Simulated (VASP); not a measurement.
Write the native input for VASP 6.6.1 that does the following.

```yaml
Task: single point
Functional: LDA
Potentials_or_basis: VASP PAW LDA potentials, release 64 (Pt)
Cutoff: 520 eV
k_mesh: 22 × 22 × 22
Occupations: gaussian, width 0.15 eV
Spin: no spin polarisation
Dipole_correction: no
Further_INCAR_settings: ALGO = Fast; EDIFF = 1e-07; NBANDS = 11
```

The structure of Pt lies in POSCAR:

```
Pt
1.0
    0.0000000000      2.1506679611      1.7867749420
    2.1506679611      0.0000000000      1.7867749420
    2.1506679611      2.1506679611      0.0000000000
Pt
1
Direct
    0.0000000000      0.0000000000      0.0000000000
```

This cell differs from its parent crystal: volume 16.529 Å^3 an atom, c/a of the conventional cell 0.8308.

These files were run (other wordings do the same):

INCAR

```
  PREC = Accurate
  ENCUT = 520
  EDIFF = 1E-7
  ISMEAR = 0
  SIGMA = 0.15
  LREAL = F
  LASPH = T
  NELM = 60
  ALGO = Fast
  ISIF = 2
  LWAVE = F
  LCHARG = F
  GGA = CA
  NBANDS = 11
```

KPOINTS

```
Automatic mesh
0
Gamma
  22 22 22
```

Potentials or basis: VASP PAW LDA potentials, release 64 (Pt).

Command:

```bash
$ cat potpaw_LDA.64/Pt/POTCAR > POTCAR
$ mpirun -np 1 vasp_std > vasp.out
```

Results of the run:

```
Pressure               : -23.6 GPa
Band gap on the k mesh : zero (band 5 reaches 10.26 eV, above the bottom of band 6 at 7.98 eV)
```

Caveat: spin-orbit coupling is left out, which moves the levels of the heavy elements.

Wall time 88 s on 1 thread of AMD EPYC 9R45 96-Core Processor (Zen 5) (shared host), peak memory 0.23 GiB.
